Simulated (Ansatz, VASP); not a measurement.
**C: VASP beside Ansatz**

```
C
1.0
     0.00000    1.77690    1.77690
     1.77690    0.00000    1.77690
     1.77690    1.77690    0.00000
C
2
Direct
  0.50000 0.50000 0.50000
  0.75000 0.75000 0.75000
```

Alike in both runs: functional PBEsol; k mesh 12 × 12 × 12; no spin polarisation.

Ansatz relaxed the structure, and its values are those at the end. VASP's run is a single point on that final structure, the one shown.

|  | VASP | Ansatz |
| --- | --- | --- |
| version | VASP 6.6.1 | Ansatz 0.2.0 |
| potentials or method | VASP PAW PBE potentials, release 64 (C_h), cutoff 1300 eV | scalar-relativistic, plane waves, PAW |
| occupations | gaussian, width 0.01 eV | fixed |
| valence electrons in the cell | 8 | 8 |

```csv
,VASP,Ansatz,Ansatz less VASP
gap on the k mesh at the Fermi level (eV),4.07,4.07,+0.001
least direct gap on the mesh (eV),5.57,5.57,-0.004
pressure (GPa),0.1,0.0,-0.13
```

VASP's potentials were made for PBE, not for PBEsol.
